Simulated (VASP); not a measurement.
ZrHg3, 4 atoms in the cell. It takes space group Pm-3m (No. 221, cubic). Conventional cell: a = 4.306 Å, b = 4.306 Å, c = 4.306 Å, α = 90.00°, β = 90.00°, γ = 90.00°. Zr (site symmetry m-3m) has 12 Hg at 3.04 Å within 4.0 Å. Hg (site symmetry 4/mmm) has 4 Zr at 3.04 Å and 8 Hg at 3.04 Å within 4.0 Å. 

```yaml
Program: VASP 6.6.1
Task: electric field gradients
Functional: PBEsol
Potentials_or_basis: VASP PAW PBE potentials, release 64 (Zr_sv, Hg)
Cutoff: 520 eV
k_mesh: 8 × 8 × 8
Occupations: fermi-dirac, width 0.05 eV
Spin: no spin polarisation
Dipole_correction: no
Further_INCAR_settings: ALGO = Normal; EDIFF = 1e-08; NBANDS = 32
```

Potentials or basis: VASP PAW PBE potentials, release 64 (Zr_sv, Hg).

Run with:

```console
$ cat potpaw_PBE.64/Zr_sv/POTCAR potpaw_PBE.64/Hg/POTCAR > POTCAR
$ mpirun -np 1 vasp_std > vasp.out
```

Hardware: 1 thread of Intel(R) Xeon(R) 6975P-C (Granite Rapids), on a shared host.

**Question.** Estimate the wall time of this run.

**Answer.** Wall time 28 s on 1 thread of Intel(R) Xeon(R) 6975P-C (Granite Rapids), on a shared host, peak memory 0.22 GiB. Counts: scf iterations 15, k points 35.
